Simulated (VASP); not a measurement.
# CdTe (I-4m2) in VASP: further runs

CdTe is run at these levels: r2SCAN; tasks: single point.

All numbers are computed with VASP 6.6.1; they aren't measurements. Logs are shortened: lines on timing, memory, paths and dates and some standing lists are left out, and cuts for length are marked.

### Step 1. The cell of the first run

The structure is tetragonal, space group I-4m2 (No. 119). The conventional cell has a = 4.731 Å, b = 4.731 Å, c = 6.374 Å, α = 90.00°, β = 90.00°, γ = 90.00°. Within 3.8 Å of Cd (site symmetry -4m2) lie 4 Te at 2.85 Å. Within 3.8 Å of Te (site symmetry -4m2) lie 4 Cd at 2.85 Å.

### Step 2. Single point, r2SCAN, non-collinear spin, zero start, spin-orbit coupling (epitaxial xy strain +2.0%)

POSCAR reads:

```
CdTe
1.0
    0.0000000000      3.3455542185      3.1872243277
    3.3455542185      0.0000000000      3.1872243277
    3.3455542185      3.3455542185      0.0000000000
Cd Te
1 1
Direct
    0.0000000000      0.0000000000      0.0000000000
    0.2500000000      0.2500000000      0.2500000000
```

INCAR.step1 reads:

```
ALGO = Normal
EDIFF = 1E-4
ENCUT = 520
GGA = PE
GGA_COMPAT = False
ISMEAR = -1
LASPH = True
LCHARG = False
LNONCOLLINEAR = True
LREAL = False
LSORBIT = True
LWAVE = True
MAGMOM = 0 0 0 0 0 0
NBANDS = 30
NELM = 150
PREC = Accurate
SIGMA = 0.02
```

INCAR.step2 reads:

```
ALGO = Normal
EDIFF = 1E-7
ENCUT = 520
GGA_COMPAT = False
ISIF = 2
ISMEAR = -1
ISTART = 1
LASPH = True
LCHARG = True
LMIXTAU = True
LNONCOLLINEAR = True
LORBIT = 11
LORBMOM = True
LREAL = False
LSORBIT = True
LVHAR = True
LWAVE = False
MAGMOM = 0 0 0 0 0 0
METAGGA = R2SCAN
NBANDS = 30
NELM = 150
PREC = Accurate
SIGMA = 0.02
```

KPOINTS reads:

```
k-points
0
Gamma
  6 6 6
```

Potentials or basis: VASP PAW PBE potentials, release 64 (Cd, Te).

Command:

```console
> cat potpaw_PBE.64/Cd/POTCAR potpaw_PBE.64/Te/POTCAR > POTCAR
> cp INCAR.step1 INCAR
> mpirun -np 1 vasp_ncl > vasp.out
> cp INCAR.step2 INCAR
> mpirun -np 1 vasp_ncl > vasp.out
```

OUTCAR:

```text
EDIFF = 1E-7
   ENCUT = 520
   ISIF = 2
   ISMEAR = -1
   ISTART = 1
   LASPH = True
   LNONCOLLINEAR = True
   LORBIT = 11
   LREAL = False
   LSORBIT = True
   METAGGA = R2SCAN
   NELM = 150
   PREC = Accurate

 ion  position               nearest neighbor table
   1  0.000  0.000  0.000-   2 2.85   2 2.85   2 2.85   2 2.85
   2  0.250  0.250  0.250-   1 2.85   1 2.85   1 2.85   1 2.85

  LATTYP: Found a body centered tetragonal cell.
 ALAT       =     4.7313281495
 C/A-ratio  =     1.3472852556

  Lattice vectors:

 A1 = (   0.0000000000,  -3.3455542185,  -3.1872243277)
 A2 = (   0.0000000000,   3.3455542185,  -3.1872243277)
 A3 = (   3.3455542185,   0.0000000000,   3.1872243277)

Analysis of symmetry for initial positions (statically):
=====================================================================
 Subroutine PRICEL returns:
 Original cell was already a primitive cell.

 Routine SETGRP: Setting up the symmetry group for a
 body centered tetragonal supercell.

 Subroutine GETGRP returns: Found  8 space group operations
 (whereof  8 operations were pure point group operations)
 out of a pool of 16 trial point group operations.

The static configuration has the point symmetry D_2d.

Analysis of symmetry for dynamics (positions and initial velocities):
=====================================================================
 Subroutine PRICEL returns:
 Original cell was already a primitive cell.

 Routine SETGRP: Setting up the symmetry group for a
 body centered tetragonal supercell.

 Subroutine GETGRP returns: Found  8 space group operations
 (whereof  8 operations were pure point group operations)
 out of a pool of 16 trial point group operations.

The dynamic configuration has the point symmetry D_2d.

Analysis of structural, dynamic, and magnetic symmetry:
=====================================================================
 Subroutine PRICEL returns:
 Original cell was already a primitive cell.

 Routine SETGRP: Setting up the symmetry group for a
 body centered tetragonal supercell.

 Subroutine GETGRP returns: Found  8 space group operations
 (whereof  8 operations were pure point group operations)
 out of a pool of 16 trial point group operations.

The overall configuration has the point symmetry D_2d.

 Subroutine INISYM returns: Found  8 space group operations
 (whereof  8 operations are pure point group operations),
 and found     1 'primitive' translations

----------------------------------------------------------------------------------------
[... 971 lines left out ...]
    total drift:                                0.000000      0.000000      0.000000

  FREE ENERGIE OF THE ION-ELECTRON SYSTEM (eV)
  ---------------------------------------------------
  free  energy   TOTEN  =       -46.7531959234 eV

  energy  without entropy=      -46.7531959233  energy(sigma->0) =      -46.75319592

 orbital moment (x)

 # of ion     p       d       tot
 ----------------------------------------
  1         0.000  -0.000  -0.000
  2        -0.000  -0.000  -0.000
 ----------------------------------------
           -0.000  -0.000  -0.000

 orbital moment (y)

 # of ion     p       d       tot
 ----------------------------------------
  1         0.000  -0.000  -0.000
  2        -0.000  -0.000  -0.000
 ----------------------------------------
           -0.000  -0.000  -0.000

 orbital moment (z)

 # of ion     p       d       tot
 ----------------------------------------
  1         0.000   0.000   0.000
  2         0.000   0.000   0.000
 ----------------------------------------
            0.000   0.000   0.000

 Spin-Orbit-Coupling matrix elements

 Ion:    1  E_soc:     -0.0568847
 l=   1
     0.0000000    -0.0027085    -0.0027108
    -0.0027085     0.0000000    -0.0027085
    -0.0027108    -0.0027085     0.0000000
 l=   2
     0.0000000    -0.0013674     0.0000000    -0.0013674    -0.0054021
    -0.0013674     0.0000000    -0.0040522    -0.0013677    -0.0013528
     0.0000000    -0.0040522     0.0000000    -0.0040522     0.0000000
    -0.0013674    -0.0013677    -0.0040522     0.0000000    -0.0013528
    -0.0054021    -0.0013528     0.0000000    -0.0013528     0.0000000
 l=   3
     0.0000000     0.0000000     0.0000000     0.0000000     0.0000000     0.0000000     0.0000000
     0.0000000     0.0000000     0.0000000     0.0000000     0.0000000     0.0000000     0.0000000
     0.0000000     0.0000000     0.0000000     0.0000000     0.0000000     0.0000000     0.0000000
     0.0000000     0.0000000     0.0000000     0.0000000     0.0000000     0.0000000     0.0000000
     0.0000000     0.0000000     0.0000000     0.0000000     0.0000000     0.0000000     0.0000000
     0.0000000     0.0000000     0.0000000     0.0000000     0.0000000     0.0000000     0.0000000
     0.0000000     0.0000000     0.0000000     0.0000000     0.0000000     0.0000000     0.0000000

 Ion:    2  E_soc:     -0.1817856
 l=   1
     0.0000000    -0.0303248    -0.0300506
    -0.0303248     0.0000000    -0.0303248
    -0.0300506    -0.0303248     0.0000000
 l=   2
     0.0000000    -0.0000276     0.0000000    -0.0000276    -0.0000369
    -0.0000276     0.0000000    -0.0000273    -0.0000267    -0.0000097
     0.0000000    -0.0000273     0.0000000    -0.0000273     0.0000000
    -0.0000276    -0.0000267    -0.0000273     0.0000000    -0.0000097
    -0.0000369    -0.0000097     0.0000000    -0.0000097     0.0000000
 l=   3
     0.0000000     0.0000000     0.0000000     0.0000000     0.0000000     0.0000000     0.0000000
     0.0000000     0.0000000     0.0000000     0.0000000     0.0000000     0.0000000     0.0000000
     0.0000000     0.0000000     0.0000000     0.0000000     0.0000000     0.0000000     0.0000000
     0.0000000     0.0000000     0.0000000     0.0000000     0.0000000     0.0000000     0.0000000
     0.0000000     0.0000000     0.0000000     0.0000000     0.0000000     0.0000000     0.0000000
     0.0000000     0.0000000     0.0000000     0.0000000     0.0000000     0.0000000     0.0000000
     0.0000000     0.0000000     0.0000000     0.0000000     0.0000000     0.0000000     0.0000000

 total charge

# of ion       s       p       d       tot
------------------------------------------
    1        0.443   0.287   9.549  10.279
    2        1.352   2.087   0.018   3.458
--------------------------------------------------
tot          1.795   2.374   9.568  13.736

 magnetization (x)

# of ion       s       p       d       tot
------------------------------------------
    1        0.000   0.000  -0.000   0.000
    2       -0.000   0.000   0.000   0.000
--------------------------------------------------
tot         -0.000   0.000  -0.000   0.000

 magnetization (y)

# of ion       s       p       d       tot
------------------------------------------
    1        0.000  -0.000   0.000  -0.000
    2        0.000  -0.000   0.000  -0.000
--------------------------------------------------
tot          0.000  -0.000   0.000  -0.000

 magnetization (z)

# of ion       s       p       d       tot
------------------------------------------
    1        0.000  -0.000   0.000  -0.000
    2       -0.000   0.000  -0.000  -0.000
--------------------------------------------------
tot         -0.000  -0.000   0.000  -0.000
```

OUTCAR.step1:

```text
EDIFF = 1E-4
   ENCUT = 520
   GGA = PE
   ISMEAR = -1
   LASPH = True
   LNONCOLLINEAR = True
   LREAL = False
   LSORBIT = True
[... 1077 lines left out ...]
     0.0000000     0.0000000     0.0000000     0.0000000     0.0000000     0.0000000     0.0000000
     0.0000000     0.0000000     0.0000000     0.0000000     0.0000000     0.0000000     0.0000000
     0.0000000     0.0000000     0.0000000     0.0000000     0.0000000     0.0000000     0.0000000
     0.0000000     0.0000000     0.0000000     0.0000000     0.0000000     0.0000000     0.0000000
     0.0000000     0.0000000     0.0000000     0.0000000     0.0000000     0.0000000     0.0000000

=======================================================================

 ========================================================
```

OSZICAR.step1:

```text
N       E                     dE             d eps       ncg     rms          rms(c)
DAV:   1     0.110415654808E+03    0.11042E+03   -0.79463E+03  2460   0.104E+03
DAV:   2     0.254736157089E+00   -0.11016E+03   -0.10574E+03  2718   0.260E+02
DAV:   3    -0.509578412143E+01   -0.53505E+01   -0.53176E+01  2916   0.576E+01
DAV:   4    -0.516401480548E+01   -0.68231E-01   -0.68212E-01  3080   0.578E+00
DAV:   5    -0.516487337248E+01   -0.85857E-03   -0.85856E-03  2862   0.642E-01    0.573E+00
DAV:   6    -0.493860548129E+01    0.22627E+00   -0.36425E-01  2700   0.763E+00    0.451E+00
DAV:   7    -0.492454356864E+01    0.14062E-01   -0.12526E-01  2706   0.226E+00    0.227E+00
DAV:   8    -0.492545563776E+01   -0.91207E-03   -0.82763E-03  2730   0.889E-01    0.980E-01
DAV:   9    -0.492565514055E+01   -0.19950E-03   -0.52381E-04  2844   0.231E-01    0.318E-01
DAV:  10    -0.492589227942E+01   -0.23714E-03   -0.43368E-04  2712   0.178E-01    0.581E-02
DAV:  11    -0.492591940027E+01   -0.27121E-04   -0.26396E-05  2128   0.569E-02
   1 F= -.49259194E+01 E0= -.49259186E+01  d E =-.169249E-05  mag=     0.0000    -0.0000    -0.0000
```

Run time: 33 min. Hardware: 1 thread of Intel Xeon 8259CL, shared host; peak memory 0.54 GiB.

What came out:

```
Free energy                                           : -46.7532 eV
Pressure                                              : -0.4 GPa
Net moment                                            : 0.00 μB per cell
Valence electrons inside the program's atomic spheres : Cd 10.28; Te 3.46
```

Stress tensor (GPa, compression positive):
```
-0.62  0.00  0.00
 0.00 -0.62  0.00
 0.00  0.00  0.13
```

Moments on the atoms (μB; x, y, z):
```
Cd  0.00 0.00 0.00
Te  0.00 0.00 0.00
```

Caveat: the cell differs from its parent crystal (epitaxial xy strain +2.0%); the PAW data sets were made with another functional, which shifts forces and pressure a little.

### Step 3. Single point, r2SCAN, non-collinear spin, zero start, spin-orbit coupling (epitaxial xy strain +3.0%)

POSCAR reads:

```
CdTe
1.0
    0.0000000000      3.3783537697      3.1395730162
    3.3783537697      0.0000000000      3.1395730162
    3.3783537697      3.3783537697      0.0000000000
Cd Te
1 1
Direct
    0.0000000000      0.0000000000      0.0000000000
    0.2500000000      0.2500000000      0.2500000000
```

INCAR.step1 reads:

```
PREC = Accurate
ENCUT = 520
ISMEAR = -1
SIGMA = 0.02
LREAL = False
LASPH = True
NELM = 150
MAGMOM = 0 0 0 0 0 0
LSORBIT = True
GGA_COMPAT = False
NBANDS = 30
GGA = PE
ALGO = Normal
EDIFF = 1E-4
LWAVE = True
LCHARG = False
```

INCAR.step2 reads:

```
PREC = Accurate
ENCUT = 520
EDIFF = 1E-7
ISMEAR = -1
SIGMA = 0.02
LREAL = False
LASPH = True
NELM = 150
ALGO = Normal
ISIF = 2
LWAVE = False
LCHARG = False
MAGMOM = 0 0 0 0 0 0
LORBIT = 11
LSORBIT = True
GGA_COMPAT = False
LORBMOM = True
METAGGA = R2SCAN
LMIXTAU = True
NBANDS = 30
ISTART = 1
```

KPOINTS reads:

```
regular mesh
0
Gamma
  6 6 6
```

Potentials or basis: VASP PAW PBE potentials, release 64 (Cd, Te).

Command:

```console
> cat potpaw_PBE.64/Cd/POTCAR potpaw_PBE.64/Te/POTCAR > POTCAR
> cp INCAR.step1 INCAR
> mpirun -np 1 vasp_ncl > vasp.out
> cp INCAR.step2 INCAR
> mpirun -np 1 vasp_ncl > vasp.out
```

OUTCAR:

```text
PREC = Accurate
   ENCUT = 520
   EDIFF = 1E-7
   ISMEAR = -1
   LREAL = False
   LASPH = True
   NELM = 150
   ISIF = 2
   LORBIT = 11
   LSORBIT = True
   METAGGA = R2SCAN
   ISTART = 1

 ion  position               nearest neighbor table
   1  0.000  0.000  0.000-   2 2.86   2 2.86   2 2.86   2 2.86
   2  0.250  0.250  0.250-   1 2.86   1 2.86   1 2.86   1 2.86

  LATTYP: Found a body centered tetragonal cell.
 ALAT       =     4.7777137196
 C/A-ratio  =     1.3142574882

  Lattice vectors:

 A1 = (   0.0000000000,  -3.3783537697,  -3.1395730162)
 A2 = (   0.0000000000,   3.3783537697,  -3.1395730162)
 A3 = (   3.3783537697,   0.0000000000,   3.1395730162)

[... 1084 lines left out ...]
 l=   3
     0.0000000     0.0000000     0.0000000     0.0000000     0.0000000     0.0000000     0.0000000
     0.0000000     0.0000000     0.0000000     0.0000000     0.0000000     0.0000000     0.0000000
     0.0000000     0.0000000     0.0000000     0.0000000     0.0000000     0.0000000     0.0000000
     0.0000000     0.0000000     0.0000000     0.0000000     0.0000000     0.0000000     0.0000000
     0.0000000     0.0000000     0.0000000     0.0000000     0.0000000     0.0000000     0.0000000
     0.0000000     0.0000000     0.0000000     0.0000000     0.0000000     0.0000000     0.0000000
     0.0000000     0.0000000     0.0000000     0.0000000     0.0000000     0.0000000     0.0000000

 total charge

# of ion       s       p       d       tot
------------------------------------------
    1        0.442   0.283   9.550  10.274
    2        1.353   2.084   0.018   3.455
--------------------------------------------------
tot          1.794   2.367   9.568  13.729

 magnetization (x)

# of ion       s       p       d       tot
------------------------------------------
    1        0.000   0.000   0.000   0.000
    2       -0.000   0.000   0.000   0.000
--------------------------------------------------
tot          0.000   0.000   0.000   0.000

 magnetization (y)

# of ion       s       p       d       tot
------------------------------------------
    1        0.000  -0.000   0.000  -0.000
    2        0.000   0.000  -0.000  -0.000
--------------------------------------------------
tot          0.000  -0.000  -0.000  -0.000

 magnetization (z)

# of ion       s       p       d       tot
------------------------------------------
    1        0.000   0.000   0.000   0.000
    2       -0.000  -0.000   0.000  -0.000
--------------------------------------------------
tot         -0.000  -0.000   0.000  -0.000
```

OSZICAR.step1:

```text
N       E                     dE             d eps       ncg     rms          rms(c)
DAV:   1     0.110336709710E+03    0.11034E+03   -0.79200E+03  2460   0.103E+03
DAV:   2     0.165210474215E+00   -0.11017E+03   -0.10559E+03  2768   0.260E+02
DAV:   3    -0.509449421959E+01   -0.52597E+01   -0.52291E+01  2922   0.570E+01
DAV:   4    -0.516089907342E+01   -0.66405E-01   -0.66387E-01  3054   0.570E+00
DAV:   5    -0.516176797693E+01   -0.86890E-03   -0.86889E-03  2928   0.639E-01    0.567E+00
DAV:   6    -0.493364115549E+01    0.22813E+00   -0.36654E-01  2636   0.761E+00    0.447E+00
DAV:   7    -0.491945498055E+01    0.14186E-01   -0.12538E-01  2760   0.225E+00    0.225E+00
DAV:   8    -0.492033858132E+01   -0.88360E-03   -0.82463E-03  2712   0.887E-01    0.978E-01
DAV:   9    -0.492053982521E+01   -0.20124E-03   -0.52689E-04  2854   0.231E-01    0.315E-01
DAV:  10    -0.492077430565E+01   -0.23448E-03   -0.43067E-04  2724   0.178E-01    0.577E-02
DAV:  11    -0.492080048389E+01   -0.26178E-04   -0.25923E-05  2092   0.567E-02
   1 F= -.49208005E+01 E0= -.49207982E+01  d E =-.457226E-05  mag=     0.0000    -0.0000     0.0000
```

Run time: 34 min. Hardware: 1 thread of Intel Xeon 8259CL, shared host; peak memory 0.54 GiB.

Results:

```yaml
Free_energy: -46.7455 eV
Pressure: -0.6 GPa
Net_moment: 0.00 μB per cell
Valence_electrons_inside_the_program's_atomic_spheres: Cd 10.27; Te 3.46
```

Stress tensor (GPa, compression positive):
```
-0.94  0.00  0.00
 0.00 -0.94  0.00
 0.00  0.00  0.14
```

Moments on the atoms (μB; x, y, z):
```
Cd  0.00 0.00 0.00
Te  0.00 0.00 0.00
```

Caveat: the cell differs from its parent crystal (epitaxial xy strain +3.0%); the PAW data sets were made with another functional, which shifts forces and pressure a little.
